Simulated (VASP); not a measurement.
# Ti (R-3m) in VASP: single point with r2SCAN

Aim: the single point of Ti with r2SCAN.

All numbers are computed with VASP 6.6.1; they aren't measurements. Logs are shortened: lines on timing, memory, paths and dates and some standing lists are left out, and cuts for length are marked.

**1. The cell of the first run**

It takes space group R-3m (No. 166, trigonal). The conventional cell has a = 2.906 Å, b = 2.906 Å, c = 14.239 Å, α = 90.00°, β = 90.00°, γ = 120.00°. Within 3.7 Å of Ti (site symmetry 3m) lie 12 Ti at 2.79 to 3.03 Å.

**2. Single point, r2SCAN (atoms displaced along a vibrational mode)**

POSCAR

```
Ti
1.0
    0.0000000000     -2.0551516167     -2.0551516167
   -2.0551516167      0.0000000000     -2.0551516167
    2.0551516167      2.0551516167     -4.1103032334
Ti
2
Direct
    0.4947325942      0.4947325942      0.5158022174
    0.0052674058      0.0052674058     -0.0158022174
```

INCAR.step1

```
PREC = Accurate
ENCUT = 550
ISMEAR = 0
SIGMA = 0.15
LREAL = False
LASPH = True
NELM = 120
NBANDS = 19
GGA = PE
ALGO = Normal
EDIFF = 1E-5
LWAVE = True
LCHARG = False
GGA_COMPAT = False
```

INCAR.step2

```
PREC = Accurate
ENCUT = 550
EDIFF = 1E-6
ISMEAR = 0
SIGMA = 0.15
LREAL = False
LASPH = True
NELM = 120
ALGO = Normal
ISIF = 2
LWAVE = False
LCHARG = True
METAGGA = R2SCAN
LMIXTAU = True
LELF = True
LVHAR = True
NBANDS = 19
ISTART = 1
GGA_COMPAT = False
```

KPOINTS

```
Automatic mesh
0
Gamma
  24 24 24
```

Potentials or basis: VASP PAW PBE potentials, release 64 (Ti_sv).

Launch:

```
$ cat potpaw_PBE.64/Ti_sv/POTCAR > POTCAR
$ cp INCAR.step1 INCAR
$ mpirun -np 1 vasp_std > vasp.out
$ cp INCAR.step2 INCAR
$ mpirun -np 1 vasp_std > vasp.out
```

OUTCAR:

```text
PREC = Accurate
   ENCUT = 550
   EDIFF = 1E-6
   ISMEAR = 0
   LREAL = False
   LASPH = True
   NELM = 120
   ISIF = 2
   METAGGA = R2SCAN
   ISTART = 1

 ion  position               nearest neighbor table
   1  0.495  0.495  0.516-   2 2.79   2 2.79   2 2.79
   2  0.005  0.005  0.984-   1 2.79   1 2.79   1 2.79

  LATTYP: Found a trigonal (rhomboedric) cell.
 ALAT       =     5.0340728050
 COS(alpha) =     0.8333333333

  Lattice vectors:

 A1 = (   2.0551516167,   4.1103032334,  -2.0551516167)
 A2 = (   4.1103032334,   2.0551516167,  -2.0551516167)
 A3 = (   2.0551516167,   2.0551516167,  -4.1103032334)

Analysis of symmetry for initial positions (statically):
=====================================================================
 Subroutine PRICEL returns:
 Original cell was already a primitive cell.

 Routine SETGRP: Setting up the symmetry group for a
 trigonal (rhombohedral) supercell.

 Subroutine GETGRP returns: Found 12 space group operations
 (whereof  6 operations were pure point group operations)
 out of a pool of 12 trial point group operations.

The static configuration has the point symmetry C_3v.
 The point group associated with its full space group is D_3d.

Analysis of symmetry for dynamics (positions and initial velocities):
=====================================================================
 Subroutine PRICEL returns:
 Original cell was already a primitive cell.

 Routine SETGRP: Setting up the symmetry group for a
 trigonal (rhombohedral) supercell.

 Subroutine GETGRP returns: Found 12 space group operations
 (whereof  6 operations were pure point group operations)
 out of a pool of 12 trial point group operations.

The dynamic configuration has the point symmetry C_3v.
 The point group associated with its full space group is D_3d.

 Subroutine INISYM returns: Found 12 space group operations
 (whereof  6 operations are pure point group operations),
 and found     1 'primitive' translations

----------------------------------------------------------------------------------------

                                     Primitive cell

  volume of cell :      34.7209

  direct lattice vectors                    reciprocal lattice vectors
     0.000000000 -2.055151617 -2.055151617     0.121645526 -0.364936579 -0.121645526
    -2.055151617  0.000000000 -2.055151617    -0.364936579  0.121645526 -0.121645526
     2.055151617  2.055151617 -4.110303233     0.121645526  0.121645526 -0.121645526

  length of vectors
     2.906423289  2.906423289  5.034072805     0.403452568  0.403452568  0.210696232

  position of ions in fractional coordinates (direct lattice)
     0.494732594  0.494732594  0.515802217
     0.005267406  0.005267406  0.984197783

  ion indices of the primitive-cell ions
   primitive index   ion index
                 1           1
                 2           2

----------------------------------------------------------------------------------------

 KPOINTS: Automatic mesh

Automatic generation of k-mesh.
 Grid dimensions read from file:
 generate k-points for:   24   24   24

 Generating k-lattice:

  Cartesian coordinates                     Fractional coordinates (reciprocal lattice)
     0.005068564 -0.015205691 -0.005068564     0.041666667  0.000000000  0.000000000
    -0.015205691  0.005068564 -0.005068564     0.000000000  0.041666667  0.000000000
     0.005068564  0.005068564 -0.005068564     0.000000000  0.000000000  0.041666667

  Length of vectors
     0.016810524  0.016810524  0.008779010

  Shift w.r.t. Gamma in fractional coordinates (k-lattice)
     0.000000000  0.000000000  0.000000000

 Subroutine IBZKPT returns following result:
 ===========================================

 Found   1313 irreducible k-points:

 Following reciprocal coordinates:
            Coordinates               Weight
  0.000000  0.000000  0.000000      1.000000
  0.041667  0.000000  0.000000      6.000000
  0.083333  0.000000  0.000000      6.000000
  0.125000  0.000000  0.000000      6.000000
  0.166667  0.000000  0.000000      6.000000
  0.208333  0.000000  0.000000      6.000000
[... 16 lines left out ...]
  0.416667  0.041667  0.000000     12.000000
  0.458333  0.041667  0.000000     12.000000
 [... further k-points ...]
   k-points           NKPTS =   1313   k-points in BZ     NKDIM =   1313   number of bands    NBANDS=     19
   number of dos      NEDOS =    301   number of ions     NIONS =      2
   total plane-waves  NPLWV =  23040
   dimension x,y,z NGX =    24 NGY =   24 NGZ =   40
   dimension x,y,z NGXF=    48 NGYF=   48 NGZF=   80
   ions per type =               2
   NGX,Y,Z   is equivalent  to a cutoff of  13.73, 13.73, 13.21 a.u.
   NGXF,Y,Z  is equivalent  to a cutoff of  27.46, 27.46, 26.42 a.u.
 SYSTEM =  unknown system
   PREC   = accura    normal or accurate (medium, high low for compatibility)
   ISTART =      1    job   : 0-new  1-cont  2-samecut
   ICHARG =      0    charge: 1-file 2-atom 10-const
   ISPIN  =      1    spin polarized calculation?
   LNONCOLLINEAR =      F non collinear calculations
   LSORBIT =      F    spin-orbit coupling
   LASPH  =      T    aspherical Exc in radial PAW
   ENCUT  =  550.0 eV  40.42 Ry    6.36 a.u.   5.56  5.56  9.63*2*pi/ulx,y,z
   NELM   =    120;   NELMIN=  2; NELMDL=  0     # of ELM steps
   EDIFF  = 0.1E-05   stopping-criterion for ELM
   LREAL  =      F    real-space projection
   EDIFFG = 0.1E-04   stopping-criterion for IOM
   NSW    =      0    number of steps for IOM
   IBRION =     -1    ionic relax: 0-MD 1-quasi-New 2-CG
   NFREE  =      0    steps in history (QN), initial steepest desc. (CG)
   ISIF   =      2    stress and relaxation
   ISYM   =      2    0-nonsym 1-usesym 2-fastsym
   POTIM  = 0.5000    time-step for ionic-motion
   TEBEG  =    0.0;   TEEND  =   0.0 temperature during run
   PSTRESS=    0.0 pullay stress
   NELECT =      24.0000    total number of electrons
   NUPDOWN=      -1.0000    fix difference up-down
   EMIN   =  10.00;   EMAX   =-10.00  energy-range for DOS
   EFERMI =   0.00;   METHOD = LEGACY
   ISMEAR =     0;   SIGMA  =   0.15  broadening in eV -4-tet -1-fermi 0-gaus
   EFERMI_NEDOS =   21; number of points for ismear=-14 and -15
   IALGO  =     38    algorithm
   IMIX   =      4    mixing-type and parameters
     AMIX     =   0.40;   BMIX     =  1.00
     AMIX_MAG =   1.60;   BMIX_MAG =  1.00
  volume/ion in A,a.u.               =      17.36       117.15
  Fermi-wavevector in a.u.,A,eV,Ry     =   1.447487  2.735354 28.507185  2.095219
  Thomas-Fermi vector in A             =   2.565436
   LORBIT       =      0    0 simple, 1 ext, 2 COOP (PROOUT), +10 PAW based schemes
   METAGGA = R2SCAN    functional components
   LHFCALC =     F    Hartree Fock is set to
   AEXX    =    0.0000 exact exchange contribution
   IVDW    =     0    specifies the selected vdW correction
   LEPSILON=     F    determine dielectric tensor
   LRPA    =     F    only Hartree local field effects (RPA)
 non-spin polarized calculation
 Gauss-broadening in eV      SIGMA  =   0.15
  energy-cutoff  :      550.00
  volume of cell :       34.72
 maximum number of plane-waves:      1041
   NGX = 11   NGY = 11   NGZ = 19

 number of electron      24.0000002 magnetization

 Free energy of the ion-electron system (eV)
  ---------------------------------------------------
  ext. energy  EPLUGINS =         0.00000000
  ---------------------------------------------------
  free energy    TOTEN  =       -25.74338810 eV

  energy without entropy =      -25.70884298  energy(sigma->0) =      -25.72611554

 E-fermi :   8.2562     XC(G=0): -12.4035

 val. band max:        8.2549827630   @ k =  -0.3750  -0.4167   0.1250
 cond. band min:       8.2565422885   @ k =  -0.2083   0.0000   0.1250
 fundamental gap:      0.0015595255
 Fermi energy:         8.2561654718

 k-point     1 :       0.0000    0.0000    0.0000
  band No.  band energies     occupation
      1     -50.8190      2.00000
      2     -50.6747      2.00000
      3     -26.3377      2.00000
      4     -25.7060      2.00000
      5     -25.7060      2.00000
      6     -25.6075      2.00000
[... 11 lines left out ...]
     18      11.0522      0.00000
     19      12.0966      0.00000

 k-point     2 :       0.0417    0.0000    0.0000
  band No.  band energies     occupation
      1     -50.8170      2.00000
      2     -50.6739      2.00000
      3     -26.3335      2.00000
      4     -25.7159      2.00000
      5     -25.7080      2.00000
      6     -25.6154      2.00000
[... 11 lines left out ...]
     18      11.0567      0.00000
     19      12.0816      0.00000

 k-point     3 :       0.0833    0.0000    0.0000
  band No.  band energies     occupation
      1     -50.8110      2.00000
      2     -50.6715      2.00000
      3     -26.3208      2.00000
      4     -25.7438      2.00000
      5     -25.7137      2.00000
      6     -25.6439      2.00000
[... 11 lines left out ...]
     18      11.0719      0.00000
     19      12.0379      0.00000

 k-point     4 :       0.1250    0.0000    0.0000
  band No.  band energies     occupation
      1     -50.8013      2.00000
      2     -50.6677      2.00000
      3     -26.3004      2.00000
      4     -25.7869      2.00000
      5     -25.7228      2.00000
      6     -25.6889      2.00000
[... 11 lines left out ...]
     18      11.1035      0.00000
     19      11.9690      0.00000

 k-point     5 :       0.1667    0.0000    0.0000
  band No.  band energies     occupation
      1     -50.7884      2.00000
      2     -50.6630      2.00000
      3     -26.2730      2.00000
      4     -25.8417      2.00000
      5     -25.7467      2.00000
      6     -25.7345      2.00000
[... 11 lines left out ...]
     18      11.1596      0.00000
     19      11.8813      0.00000
[... 334 lines left out ...]
      2     -50.6477      2.00000
      3     -26.1529      2.00000
      4     -26.0635      2.00000
      5     -25.9695      2.00000
      6     -25.7857      2.00000
[... 11 lines left out ...]
     18      11.5667      0.00000
     19      11.7391      0.00000

 k-point    22 :       0.3750    0.0417    0.0000
  band No.  band energies     occupation
      1     -50.7099      2.00000
      2     -50.6458      2.00000
      3     -26.1532      2.00000
      4     -26.1090      2.00000
      5     -25.9921      2.00000
      6     -25.8001      2.00000
[... 11 lines left out ...]
     18      11.6597      0.00000
     19      11.9484      0.00000

 k-point    23 :       0.4167    0.0417    0.0000
  band No.  band energies     occupation
      1     -50.6941      2.00000
      2     -50.6459      2.00000
      3     -26.1840      2.00000
      4     -26.1411      2.00000
      5     -25.9759      2.00000
      6     -25.8143      2.00000
[... 11 lines left out ...]
     18      11.8184      0.00000
     19      12.2006      0.00000

 k-point    24 :       0.4583    0.0417    0.0000
  band No.  band energies     occupation
      1     -50.6810      2.00000
      2     -50.6479      2.00000
      3     -26.2126      2.00000
      4     -26.1674      2.00000
      5     -25.9422      2.00000
      6     -25.8318      2.00000
[... 11 lines left out ...]
     18      12.0023      0.00000
     19      12.5863      0.00000

 [... further k-points ...]

------------------------ aborting loop because EDIFF is reached ----------------------------------------

  FORCE on cell =-STRESS in cart. coord.  units (eV):
  Direction    XX          YY          ZZ          XY          YZ          ZX
  --------------------------------------------------------------------------------------
  -------------------------------------------------------------------------------------
  Total        0.3085359      0.3085359      0.3085359      0.0586538     -0.0586538     -0.0586538
  in kB       14.2372036     14.2372036     14.2372036      2.7065449     -2.7065449     -2.7065449
  external PRESSURE =      14.2372036 kB  Pullay stress =       0.0000000 kB

 VOLUME and BASIS-vectors are now :
 -----------------------------------------------------------------------------
  energy-cutoff  :      550.00
  volume of cell :       34.72
      direct lattice vectors                 reciprocal lattice vectors
     0.000000000 -2.055151617 -2.055151617     0.121645526 -0.364936579 -0.121645526
    -2.055151617  0.000000000 -2.055151617    -0.364936579  0.121645526 -0.121645526
     2.055151617  2.055151617 -4.110303233     0.121645526  0.121645526 -0.121645526

 POSITION                                       TOTAL-FORCE (eV/Angst)
 -----------------------------------------------------------------------------------
      0.04330      0.04330     -4.15360        -0.306372     -0.306372      0.306372
      2.01185      2.01185     -4.06700         0.306372      0.306372     -0.306372
 -----------------------------------------------------------------------------------
    total drift:                                0.000000      0.000000     -0.000000

  FREE ENERGIE OF THE ION-ELECTRON SYSTEM (eV)
  ---------------------------------------------------
  free  energy   TOTEN  =       -25.7433881028 eV

  energy  without entropy=      -25.7088429831  energy(sigma->0) =      -25.72611554
```

Wall time 58 min (1 thread of Intel Xeon 8259CL, shared host); peak memory 0.8 GiB.

Results:

| Quantity | Value |
| --- | --- |
| Free energy | -25.7434 eV |
| Pressure | 1.4 GPa |
| Largest force | 0.531 eV/Å |
| Band gap on the k mesh | zero (bands 12 and 13 overlap by 1.52 eV) |

Forces on the atoms (eV/Å):
```
Ti  -0.306 -0.306  0.306
Ti   0.306  0.306 -0.306
```

Caveat: the cell differs from its parent crystal (atoms displaced along a vibrational mode); the PAW data sets were made with another functional, which shifts forces and pressure a little.
